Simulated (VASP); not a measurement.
Write the native input for VASP 6.6.1 that does the following.

```
Task                   : single point
Functional             : PBEsol
Potentials or basis    : VASP PAW PBE potentials, release 64 (Sc_sv)
Cutoff                 : 520 eV
k mesh                 : 11 × 11 × 11
Occupations            : fermi-dirac, width 0.05 eV
Spin                   : no spin polarisation
Dipole correction      : no
Further INCAR settings : ALGO = Normal; EDIFF = 1e-06; NBANDS = 18
```

The structure of Sc lies in POSCAR:

```
Sc
1.0
    0.0000000000      2.9055548950      2.9055548950
    2.9055548950      0.0000000000      2.9055548950
    2.9055548950      2.9055548950      0.0000000000
Sc
2
Direct
   -0.1250000000     -0.1250000000     -0.1250000000
    0.1250000000      0.1250000000      0.1250000000
```

This isn't the form of Sc at room conditions, which is hcp.

These files were run (other wordings do the same):

INCAR

```
ALGO = Normal
EDIFF = 1E-6
ENCUT = 520
GGA = PS
ISIF = 2
ISMEAR = -1
LASPH = T
LCHARG = T
LELF = T
LREAL = F
LVHAR = T
LWAVE = F
NBANDS = 18
NELM = 80
PREC = Accurate
SIGMA = 0.05
```

KPOINTS

```
k-points
0
Gamma
  11 11 11
```

Potentials or basis: VASP PAW PBE potentials, release 64 (Sc_sv).

Launch:

```bash
$ cat potpaw_PBE.64/Sc_sv/POTCAR > POTCAR
$ mpirun -np 1 vasp_std > vasp.out
```

Results of the run:

- Pressure: 2.8 GPa
- Band gap on the k mesh: zero (bands 11 and 12 overlap by 0.81 eV)

Caveat: the PAW data sets were made with another functional, which shifts forces and pressure a little.

Run time: 53 s on 1 thread of Intel Xeon 8259CL, with other jobs on the host, peak memory 0.19 GiB.
